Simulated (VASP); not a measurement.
Here is a VASP 6.6.1 calculation.

INCAR

```
  PREC = Accurate
  ENCUT = 600
  EDIFF = 1E-6
  ISMEAR = 0
  SIGMA = 0.2
  LREAL = F
  LASPH = T
  NELM = 120
  ALGO = Normal
  ISIF = 2
  LWAVE = F
  LCHARG = F
  GGA = PE
  NBANDS = 26
  GGA_COMPAT = F
```

KPOINTS

```
regular mesh
0
Gamma
  5 5 7
```

Contents of POSCAR:

```
WC
1.0
    2.7241650210     -2.7225325218      0.0000000000
    2.7241650210      2.7225325218      0.0000000000
    0.0000000000      0.0000000000      2.7326030950
W C
2 2
Direct
    0.2497363754      0.2497363754      0.0000000000
    0.7502636246      0.7502636246      0.0000000000
    0.2495774699      0.7504225301      0.5000000000
    0.7504225301      0.2495774699      0.5000000000
```

Potentials or basis: VASP PAW PBE potentials, release 64 (W_sv, C).

Run with:

```sh
$ cat potpaw_PBE.64/W_sv/POTCAR potpaw_PBE.64/C/POTCAR > POTCAR
$ mpirun -np 1 vasp_std > vasp.out
```

(1) Estimate the band gap on the k mesh.

(2) Predict the largest force.

Answers

(1) zero (bands 18 and 19 overlap by 4.03 eV).

(2) 0.008 eV/Å.

Caveat: spin-orbit coupling is left out, which moves the levels of the heavy elements.
